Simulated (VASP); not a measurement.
# Hf (Im-3m) in VASP: single point with PBEsol

Aim: the single point of Hf with PBEsol.

All numbers are computed with VASP 6.6.1; they aren't measurements. Logs are shortened: lines on timing, memory, paths and dates and some standing lists are left out, and cuts for length are marked.

## Step 1: The cell of the first run

Symmetry: Im-3m, No. 229, cubic system. Conventional cell: a = 3.658 Å, b = 3.658 Å, c = 3.658 Å, α = 90.00°, β = 90.00°, γ = 90.00°. Within 4.2 Å of Hf (site symmetry m-3m) lie 14 Hf at 3.17 to 3.66 Å.

## Step 2: Single point, PBEsol (volume scaled by 1.04)

Contents of INCAR:

```
SYSTEM = Hf
PREC = Accurate ; ENCUT = 520
EDIFF = 1E-7 ; ISMEAR = -1
SIGMA = 0.08 ; LREAL = .False.
LASPH = .True. ; NELM = 60
ALGO = Normal ; ISIF = 2
LWAVE = .False. ; LCHARG = .True.
GGA = PS ; LELF = .True.
LVHAR = .True. ; NBANDS = 11
```

Contents of KPOINTS:

```
Automatic mesh
0
Gamma
  16 16 16
  0 0 0
```

Contents of POSCAR:

```
Hf
1.0
   -1.8287527239      1.8287527239      1.8287527239
    1.8287527239     -1.8287527239      1.8287527239
    1.8287527239      1.8287527239     -1.8287527239
Hf
1
Direct
    0.0000000000      0.0000000000      0.0000000000
```

Potentials or basis: VASP PAW PBE potentials, release 64 (Hf_pv).

Launch:

```
$ cat potpaw_PBE.64/Hf_pv/POTCAR > POTCAR
$ mpirun -np 1 vasp_std > vasp.out
```

OUTCAR:

```text
SYSTEM = Hf
   PREC = Accurate
   ENCUT = 520
   EDIFF = 1E-7
   ISMEAR = -1
   LREAL = .False.
   LASPH = .True.
   NELM = 60
   ISIF = 2
   GGA = PS

 ion  position               nearest neighbor table
   1  0.000  0.000  0.000-

  LATTYP: Found a body centered cubic cell.
 ALAT       =     3.6575054478

  Lattice vectors:

 A1 = (  -1.8287527239,   1.8287527239,   1.8287527239)
 A2 = (   1.8287527239,  -1.8287527239,   1.8287527239)
 A3 = (   1.8287527239,   1.8287527239,  -1.8287527239)

Analysis of symmetry for initial positions (statically):
=====================================================================
 Subroutine PRICEL returns:
 Original cell was already a primitive cell.

 Routine SETGRP: Setting up the symmetry group for a
 body centered cubic supercell.

 Subroutine GETGRP returns: Found 48 space group operations
 (whereof 48 operations were pure point group operations)
 out of a pool of 48 trial point group operations.

The static configuration has the point symmetry O_h .

Analysis of symmetry for dynamics (positions and initial velocities):
=====================================================================
 Subroutine PRICEL returns:
 Original cell was already a primitive cell.

 Routine SETGRP: Setting up the symmetry group for a
 body centered cubic supercell.

 Subroutine GETGRP returns: Found 48 space group operations
 (whereof 48 operations were pure point group operations)
 out of a pool of 48 trial point group operations.

The dynamic configuration has the point symmetry O_h .

 Subroutine INISYM returns: Found 48 space group operations
 (whereof 48 operations are pure point group operations),
 and found     1 'primitive' translations

----------------------------------------------------------------------------------------

                                     Primitive cell

  volume of cell :      24.4639

  direct lattice vectors                    reciprocal lattice vectors
    -1.828752724  1.828752724  1.828752724     0.000000000  0.273410392  0.273410392
     1.828752724 -1.828752724  1.828752724     0.273410392  0.000000000  0.273410392
     1.828752724  1.828752724 -1.828752724     0.273410392  0.273410392  0.000000000

  length of vectors
     3.167492632  3.167492632  3.167492632     0.386660685  0.386660685  0.386660685

  position of ions in fractional coordinates (direct lattice)
     0.000000000  0.000000000  0.000000000

  ion indices of the primitive-cell ions
   primitive index   ion index
                 1           1

----------------------------------------------------------------------------------------

 KPOINTS: Automatic mesh

Automatic generation of k-mesh.
 Grid dimensions read from file:
 generate k-points for:   16   16   16

 Generating k-lattice:

  Cartesian coordinates                     Fractional coordinates (reciprocal lattice)
     0.000000000  0.017088150  0.017088150     0.062500000  0.000000000  0.000000000
     0.017088150  0.000000000  0.017088150     0.000000000  0.062500000  0.000000000
     0.017088150  0.017088150  0.000000000     0.000000000  0.000000000  0.062500000

  Length of vectors
     0.024166293  0.024166293  0.024166293

  Shift w.r.t. Gamma in fractional coordinates (k-lattice)
     0.000000000  0.000000000  0.000000000

 Subroutine IBZKPT returns following result:
 ===========================================

 Found    145 irreducible k-points:

 Following reciprocal coordinates:
            Coordinates               Weight
  0.000000  0.000000  0.000000      1.000000
  0.062500  0.000000  0.000000     12.000000
  0.125000  0.000000  0.000000     12.000000
  0.187500  0.000000  0.000000     12.000000
  0.250000  0.000000  0.000000     12.000000
  0.312500  0.000000  0.000000     12.000000
[... 16 lines left out ...]
  0.187500  0.187500  0.000000     24.000000
  0.250000  0.187500 -0.000000     48.000000
 [... further k-points ...]
   k-points           NKPTS =    145   k-points in BZ     NKDIM =    145   number of bands    NBANDS=     11
   number of dos      NEDOS =    301   number of ions     NIONS =      1
   total plane-waves  NPLWV =  13824
   dimension x,y,z NGX =    24 NGY =   24 NGZ =   24
   dimension x,y,z NGXF=    48 NGYF=   48 NGZF=   48
   ions per type =               1
   NGX,Y,Z   is equivalent  to a cutoff of  12.60, 12.60, 12.60 a.u.
   NGXF,Y,Z  is equivalent  to a cutoff of  25.19, 25.19, 25.19 a.u.
 SYSTEM =  Hf
   PREC   = accura    normal or accurate (medium, high low for compatibility)
   ISTART =      0    job   : 0-new  1-cont  2-samecut
   ICHARG =      2    charge: 1-file 2-atom 10-const
   ISPIN  =      1    spin polarized calculation?
   LNONCOLLINEAR =      F non collinear calculations
   LSORBIT =      F    spin-orbit coupling
   LASPH  =      T    aspherical Exc in radial PAW
   ENCUT  =  520.0 eV  38.22 Ry    6.18 a.u.   5.89  5.89  5.89*2*pi/ulx,y,z
   NELM   =     60;   NELMIN=  2; NELMDL= -5     # of ELM steps
   EDIFF  = 0.1E-06   stopping-criterion for ELM
   LREAL  =      F    real-space projection
   EDIFFG = 0.1E-05   stopping-criterion for IOM
   NSW    =      0    number of steps for IOM
   IBRION =     -1    ionic relax: 0-MD 1-quasi-New 2-CG
   NFREE  =      0    steps in history (QN), initial steepest desc. (CG)
   ISIF   =      2    stress and relaxation
   ISYM   =      2    0-nonsym 1-usesym 2-fastsym
   POTIM  = 0.5000    time-step for ionic-motion
   TEBEG  =    0.0;   TEEND  =   0.0 temperature during run
   PSTRESS=    0.0 pullay stress
   NELECT =      10.0000    total number of electrons
   NUPDOWN=      -1.0000    fix difference up-down
   EMIN   =  10.00;   EMAX   =-10.00  energy-range for DOS
   EFERMI =   0.00;   METHOD = LEGACY
   ISMEAR =    -1;   SIGMA  =   0.08  broadening in eV -4-tet -1-fermi 0-gaus
   EFERMI_NEDOS =   21; number of points for ismear=-14 and -15
   IALGO  =     38    algorithm
   IMIX   =      4    mixing-type and parameters
     AMIX     =   0.40;   BMIX     =  1.00
     AMIX_MAG =   1.60;   BMIX_MAG =  1.00
  volume/ion in A,a.u.               =      24.46       165.09
  Fermi-wavevector in a.u.,A,eV,Ry     =   1.214973  2.295965 20.084357  1.476159
  Thomas-Fermi vector in A             =   2.350375
   LORBIT       =      0    0 simple, 1 ext, 2 COOP (PROOUT), +10 PAW based schemes
   GGA     = PS    functional components
   LHFCALC =     F    Hartree Fock is set to
   AEXX    =    0.0000 exact exchange contribution
   IVDW    =     0    specifies the selected vdW correction
   LEPSILON=     F    determine dielectric tensor
   LRPA    =     F    only Hartree local field effects (RPA)
 non-spin polarized calculation
  energy-cutoff  :      520.00
  volume of cell :       24.46
 maximum number of plane-waves:       682
   NGX = 11   NGY = 11   NGZ = 11

 number of electron      10.0000000 magnetization

 number of electron       9.9999997 magnetization

 Free energy of the ion-electron system (eV)
  ---------------------------------------------------
  ext. energy  EPLUGINS =         0.00000000
  ---------------------------------------------------
  free energy    TOTEN  =       -10.22081916 eV

  energy without entropy =      -10.17400516  energy(sigma->0) =      -10.19741216

 E-fermi :   3.8455     XC(G=0): -10.9902

 val. band max:        3.8437216873   @ k =  -0.4375   0.4375   0.1250
 cond. band min:       3.8536140709   @ k =   0.3125   0.1875   0.0000
 fundamental gap:      0.0098923836
 Fermi energy:         3.8455433181

 k-point     1 :       0.0000    0.0000    0.0000
  band No.  band energies     occupation
      1     -26.2940      2.00000
      2     -26.2940      2.00000
      3     -26.2940      2.00000
      4      -2.9080      2.00000
      5       5.2697      0.00000
      6       5.2697      0.00000
      7       5.2697      0.00000
      8       7.8103      0.00000
      9       7.8103      0.00000
     10      16.7376      0.00000
     11      16.7376      0.00000

 k-point     2 :       0.0625    0.0000    0.0000
  band No.  band energies     occupation
      1     -26.3184      2.00000
      2     -26.3018      2.00000
      3     -26.2940      2.00000
      4      -2.7772      2.00000
      5       5.1797      0.00000
      6       5.2360      0.00000
      7       5.3969      0.00000
      8       7.6672      0.00000
      9       7.8100      0.00000
     10      16.7424      0.00000
     11      16.8577      0.00000

 k-point     3 :       0.1250    0.0000    0.0000
  band No.  band energies     occupation
      1     -26.3871      2.00000
      2     -26.3240      2.00000
      3     -26.2941      2.00000
      4      -2.3964      2.00000
      5       4.9369      0.00000
      6       5.0918      0.00000
      7       5.7744      0.00000
      8       7.3961      0.00000
      9       7.8182      0.00000
     10      16.7462      0.00000
     11      17.1251      0.00000

 k-point     4 :       0.1875    0.0000    0.0000
  band No.  band energies     occupation
      1     -26.4884      2.00000
      2     -26.3569      2.00000
      3     -26.2943      2.00000
      4      -1.8028      2.00000
      5       4.6050      0.00015
      6       4.7804      0.00002
      7       6.3891      0.00000
      8       7.2650      0.00000
      9       7.8573      0.00000
     10      16.7363      0.00000
     11      17.1814      0.00000
[... 239 lines left out ...]
 k-point    22 :       0.4375    0.1250    0.0000
  band No.  band energies     occupation
      1     -26.8700      2.00000
      2     -26.5234      2.00000
      3     -26.3277      2.00000
      4       1.1049      2.00000
      5       3.4801      1.97946
      6       4.2654      0.01046
      7       7.4439      0.00000
      8       8.6245      0.00000
      9      11.0751      0.00000
     10      12.1581      0.00000
     11      14.6486      0.00000

 k-point    23 :       0.1875    0.1875    0.0000
  band No.  band energies     occupation
      1     -26.7084      2.00000
      2     -26.4403      2.00000
      3     -26.3373      2.00000
      4       0.0043      2.00000
      5       3.7406      1.57555
      6       4.0406      0.16067
      7       7.0944      0.00000
      8       8.3620      0.00000
      9       8.6188      0.00000
     10      15.0945      0.00000
     11      16.7512      0.00000

 k-point    24 :       0.2500    0.1875   -0.0000
  band No.  band energies     occupation
      1     -26.7693      2.00000
      2     -26.4911      2.00000
      3     -26.3451      2.00000
      4       0.7404      2.00000
      5       3.4739      1.98098
      6       3.9007      0.66851
      7       7.2778      0.00000
      8       8.3947      0.00000
      9       9.6694      0.00000
     10      13.7758      0.00000
     11      16.5057      0.00000

 [... further k-points ...]

------------------------ aborting loop because EDIFF is reached ----------------------------------------

  FORCE on cell =-STRESS in cart. coord.  units (eV):
  Direction    XX          YY          ZZ          XY          YZ          ZX
  --------------------------------------------------------------------------------------
  -------------------------------------------------------------------------------------
  Total       -1.8232768     -1.8232768     -1.8232768      0.0000000      0.0000000     -0.0000000
  in kB     -119.4093223   -119.4093223   -119.4093223      0.0000000      0.0000000     -0.0000000
  external PRESSURE =    -119.4093223 kB  Pullay stress =       0.0000000 kB

 VOLUME and BASIS-vectors are now :
 -----------------------------------------------------------------------------
  energy-cutoff  :      520.00
  volume of cell :       24.46
      direct lattice vectors                 reciprocal lattice vectors
    -1.828752724  1.828752724  1.828752724     0.000000000  0.273410392  0.273410392
     1.828752724 -1.828752724  1.828752724     0.273410392  0.000000000  0.273410392
     1.828752724  1.828752724 -1.828752724     0.273410392  0.273410392  0.000000000

 POSITION                                       TOTAL-FORCE (eV/Angst)
 -----------------------------------------------------------------------------------
      0.00000      0.00000      0.00000        -0.000000      0.000000      0.000000
 -----------------------------------------------------------------------------------
    total drift:                                0.000000      0.000000     -0.000000

  FREE ENERGIE OF THE ION-ELECTRON SYSTEM (eV)
  ---------------------------------------------------
  free  energy   TOTEN  =       -10.2208191636 eV

  energy  without entropy=      -10.1740051595  energy(sigma->0) =      -10.19741216
```

Run time: 13 s. Hardware: 1 thread of Intel Xeon 6975P-C (Granite Rapids), shared host; peak memory 0.16 GiB.

What came out:

```
Free energy            : -10.2208 eV
Pressure               : -11.9 GPa
Band gap on the k mesh : zero (band 5 reaches 5.27 eV, above the bottom of band 6 at 3.15 eV)
```

Caveat: the PAW data sets were made with another functional, which shifts forces and pressure a little; spin-orbit coupling is left out, which moves the levels of the heavy elements.
